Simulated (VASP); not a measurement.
# MoS in VASP: a series of runs, part 2 of 2

VASP 6.6.1. The steps go on from the part before.

## (3) Single point, PBEsol

Contents of INCAR:

```
SYSTEM = MoS
PREC = Accurate ; ENCUT = 520
EDIFF = 1E-6 ; ISMEAR = 0
SIGMA = 0.05 ; LREAL = .FALSE.
LASPH = .TRUE. ; NELM = 60
ALGO = Normal ; ISIF = 2
LWAVE = .FALSE. ; LCHARG = .FALSE.
LDIPOL = .TRUE. ; IDIPOL = 3
DIPOL = 0.5 0.5 0.500 ; GGA = PS
NBANDS = 28
```

Contents of KPOINTS:

```
Automatic mesh
0
G
  9 9 1
  0 0 0
```

Contents of POSCAR:

```
MoS
1.0
    3.1415002775      0.0000000000      0.0000000000
   -1.5707501387      2.7206190463      0.0000000000
    0.0000000000      0.0000000000     32.3373047485
Mo S
2 2
Direct
    0.0000000000      0.0000000000      0.2327611743
    0.0000000000      0.0000000000      0.7672388332
    0.3333333333      0.6666666667      0.2789814546
    0.3333333333      0.6666666667      0.7210185378
```

Potentials or basis: VASP PAW PBE potentials, release 64 (Mo_sv, S).

Started as:

```bash
$ cat potpaw_PBE.64/Mo_sv/POTCAR potpaw_PBE.64/S/POTCAR > POTCAR
$ mpirun -np 1 vasp_std > vasp.out
```

OUTCAR:

```text
SYSTEM = MoS
   PREC = Accurate
   ENCUT = 520
   EDIFF = 1E-6
   ISMEAR = 0
   LREAL = .FALSE.
   LASPH = .TRUE.
   NELM = 60
   ISIF = 2
   GGA = PS

 ion  position               nearest neighbor table
   1  0.000  0.000  0.233-   3 2.35   3 2.35   3 2.35
   2  0.000  0.000  0.767-   4 2.35   4 2.35   4 2.35
   3  0.333  0.667  0.279-   1 2.35   1 2.35   1 2.35
   4  0.333  0.667  0.721-   2 2.35   2 2.35   2 2.35

  LATTYP: Found a hexagonal cell.
 ALAT       =     3.1415002775
 C/A-ratio  =    10.2935864689

  Lattice vectors:

 A1 = (   3.1415002775,   0.0000000000,   0.0000000000)
 A2 = (  -1.5707501387,   2.7206190463,   0.0000000000)
 A3 = (   0.0000000000,   0.0000000000,  32.3373047485)

Analysis of symmetry for initial positions (statically):
=====================================================================
 Subroutine PRICEL returns:
 Original cell was already a primitive cell.

 Routine SETGRP: Setting up the symmetry group for a
 hexagonal supercell.

[... 160 lines left out ...]
 E-fermi :  -1.4705     XC(G=0):  -3.8481

 val. band max:       -1.5073256094   @ k =   0.4444  -0.0000   0.0000
 cond. band min:      -1.4335033859   @ k =   0.1111   0.1111   0.0000
 fundamental gap:      0.0738222234
 Fermi energy:        -1.4705058011

 k-point     1 :       0.0000    0.0000    0.0000
  band No.  band energies     occupation
      1     -62.4146      2.00000
      2     -62.4146      2.00000
      3     -36.5864      2.00000
      4     -36.5864      2.00000
      5     -36.3216      2.00000
      6     -36.3216      2.00000
[... 361 lines left out ...]
     27       4.4847      0.00000
     28       4.4848      0.00000

------------------------ aborting loop because EDIFF is reached ----------------------------------------

 vacuum level on the upper side and lower side of the slab       (xc-potential included)        -0.088        -0.088

  FORCE on cell =-STRESS in cart. coord.  units (eV):
  Direction    XX          YY          ZZ          XY          YZ          ZX
  --------------------------------------------------------------------------------------
  -------------------------------------------------------------------------------------
  Total       -7.9604060     -7.9604060      0.0083535     -0.0000000      0.0000000      0.0000000
  in kB      -46.1463277    -46.1463277      0.0484251     -0.0000000      0.0000000      0.0000000
  external PRESSURE =     -30.7480767 kB  Pullay stress =       0.0000000 kB

 VOLUME and BASIS-vectors are now :
 -----------------------------------------------------------------------------
  energy-cutoff  :      520.00
  volume of cell :      276.38
      direct lattice vectors                 reciprocal lattice vectors
     3.141500278  0.000000000  0.000000000     0.318319246  0.183781702  0.000000000
    -1.570750139  2.720619046  0.000000000     0.000000000  0.367563405  0.000000000
     0.000000000  0.000000000 32.337304749     0.000000000  0.000000000  0.030924037

 POSITION                                       TOTAL-FORCE (eV/Angst)
 -----------------------------------------------------------------------------------
      0.00000      0.00000      7.52687         0.000000     -0.000000     -0.013144
      0.00000      0.00000     24.81044         0.000000     -0.000000      0.013144
     -0.00000      1.81375      9.02151        -0.000000      0.000000      0.013228
     -0.00000      1.81375     23.31580        -0.000000     -0.000000     -0.013228
 -----------------------------------------------------------------------------------
    total drift:                                0.000000     -0.000000     -0.000545

  FREE ENERGIE OF THE ION-ELECTRON SYSTEM (eV)
  ---------------------------------------------------
  free  energy   TOTEN  =       -31.1757410677 eV

  energy  without entropy=      -31.1708515508  energy(sigma->0) =      -31.17329631

 vacuum level on the upper side and lower side of the slab         2.833         2.833
```

stdout:

```text
POSCAR found type information on POSCAR MoS
 POSCAR found :  2 types and       4 ions
 scaLAPACK will be used
 -----------------------------------------------------------------------------
|                                                                             |
|                                                                             |
|     You enforced a specific xc type in the INCAR file but a different       |
|     I HOPE YOU KNOW WHAT YOU ARE DOING!                                     |
|                                                                             |
 -----------------------------------------------------------------------------

 LDA part: xc-table for (Slater+PW92), standard interpolation
 POSCAR, INCAR and KPOINTS ok, starting setup
 FFT: planning ... GRIDC
 FFT: planning ... GRID_SOFT
 FFT: planning ... GRID
 WAVECAR not read
 entering main loop
```

Run time: 86 s. Hardware: 1 thread of Intel Xeon Platinum 8559C (Emerald Rapids), shared host; peak memory 0.37 GiB.

What came out:

```yaml
Free_energy: -31.1757 eV
Largest_force: 0.013 eV/Å
Band_gap_on_the_k_mesh: 0.07 eV (least direct gap 0.37 eV)
```

Forces in eV/Å, atoms in the order of the input:
```
Mo   0.000  0.000 -0.013
Mo   0.000  0.000  0.013
S    0.000  0.000  0.013
S    0.000  0.000 -0.013
```

Levels at points of the mesh, in eV from the valence-band top:
| k point | band 16 | band 17 | band 18 | band 19 | band 20 | band 21 | band 22 | band 23 | band 24 | band 25 |
| --- | --- | --- | --- | --- | --- | --- | --- | --- | --- | --- |
| (0.00, 0.00, 0.00) | -2.63 | -0.55 | -0.55 | -0.22 | -0.22 | 0.15 | 0.15 | 0.15 | 0.15 | 3.14 |

Caveat: the PAW data sets were made with another functional, which shifts forces and pressure a little.

## (4) Single point, PBEsol

This run uses another cell than the first one.

Contents of INCAR:

```
SYSTEM = MoS
PREC = Accurate ; ENCUT = 520
EDIFF = 1E-7 ; ISMEAR = 0
SIGMA = 0.05 ; LREAL = .False.
LASPH = .True. ; NELM = 100
ALGO = Normal ; ISIF = 2
LWAVE = .False. ; LCHARG = .True.
LDIPOL = .True. ; IDIPOL = 3
DIPOL = 0.5 0.5 0.500 ; GGA = PS
LELF = .True. ; LVHAR = .True.
LVACPOTAV = .True. ; NBANDS = 28
```

Contents of KPOINTS:

```
Automatic mesh
0
Gamma
  9 9 1
  0 0 0
```

Contents of POSCAR:

```
MoS
1.0
    3.1415002872      0.0000000000      0.0000000000
   -1.5707501436      2.7206190547      0.0000000000
    0.0000000000      0.0000000000     34.3373047165
Mo S
2 2
Direct
    0.0000000000      0.0000000000      0.2475441818
    0.0000000000      0.0000000000      0.7513888448
    0.3333333333      0.6666666667      0.2929201137
    0.3333333333      0.6666666667      0.7078617480
```

Started as:

```bash
$ cat potpaw_PBE.64/Mo_sv/POTCAR potpaw_PBE.64/S/POTCAR > POTCAR
$ mpirun -np 1 vasp_std > vasp.out
```

Wall time 3.3 min (1 thread of Intel Xeon 6975P-C (Granite Rapids), shared host); peak memory 0.42 GiB.

The run converged. Its results:

```
Free energy            : -31.1420 eV
Largest force          : 1.061 eV/Å
Band gap on the k mesh : 0.06 eV (least direct gap 0.37 eV)
```

Forces in eV/Å, atoms in the order of the input:
```
Mo   0.000  0.000  1.061
Mo   0.000  0.000  0.013
S    0.000  0.000 -1.061
S    0.000  0.000 -0.013
```

Levels at points of the mesh, in eV from the valence-band top:
| k point | band 18 | band 19 | band 20 | band 21 | band 22 | band 23 |
| --- | --- | --- | --- | --- | --- | --- |
| (0.00, 0.00, 0.00) | -0.56 | -0.43 | -0.23 | 0.14 | 0.14 | 0.16 |

Caveat: the PAW data sets were made with another functional, which shifts forces and pressure a little.

## (5) Overview

| cell | gap on the mesh (eV) | largest force (eV/Å) |
| --- | --- | --- |
| a = 3.142, b = 3.142, c = 32.337 Å, angles 90.0, 90.0, 120.0°, 4 atoms, atomic positions A | 0.06 | 1.06 |
| a = 3.142, b = 3.142, c = 32.337 Å, angles 90.0, 90.0, 120.0°, 4 atoms, atomic positions B | 0.07 | 0.01 |
| a = 3.142, b = 3.142, c = 34.337 Å, angles 90.0, 90.0, 120.0°, 4 atoms, atomic positions C | 0.06 | 1.06 |

Alike in all rows: task single point; level PBEsol; potentials or basis VASP PAW PBE potentials, release 64 (Mo_sv, S); no spin polarisation; k mesh 9 × 9 × 1; cutoff (eV) 520; smearing gaussian 0.05 eV.

Caveats: the PAW data sets were made with another functional, which shifts forces and pressure a little.

Absolute energies hang on the potentials; compare differences alone.
